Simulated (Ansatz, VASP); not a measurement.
**One calculation of SrCl2, two programs**

```xyz
3
Lattice="4.4072 0.0474 0.0000 -2.1626 3.7931 0.0000 0.0000 0.0000 5.5961" Properties=species:S:1:pos:R:3 pbc="T T T"
Sr    0.0000    0.0000    0.0000
Cl    0.0416    2.5441    1.3928
Cl    2.2030    1.2964    4.2033
```

Change from the starting cell: shear_xy strain +2.1%.

Alike in both runs: task single point; functional r2SCAN; k mesh 6 × 6 × 6; no spin polarisation.

|  | VASP | Ansatz |
| --- | --- | --- |
| version | VASP 6.6.1 | Ansatz 0.2.0 |
| potentials or method | VASP PAW PBE potentials, release 64 (Sr_sv, Cl) | plane waves, PAW |
| plane-wave cutoff (eV) | 520 | 500 |
| occupations | gaussian, width 0.01 eV | fixed |
| valence electrons in the cell | 24 | 24 |

```csv
,VASP,Ansatz,Ansatz less VASP
gap on the k mesh at the Fermi level (eV),5.78,5.78,+0.001
pressure (GPa),0.6,0.6,-0.05
"traceless stress, the component that is largest in VASP (GPa)",-0.34,-0.34,+0.001
rms of the force components (eV/Å),0.005,0.005,+0.0002
```

VASP's potentials were made for PBE, not for r2SCAN. Atom by atom the forces differ by 0.009 eV/Å (rms over components).
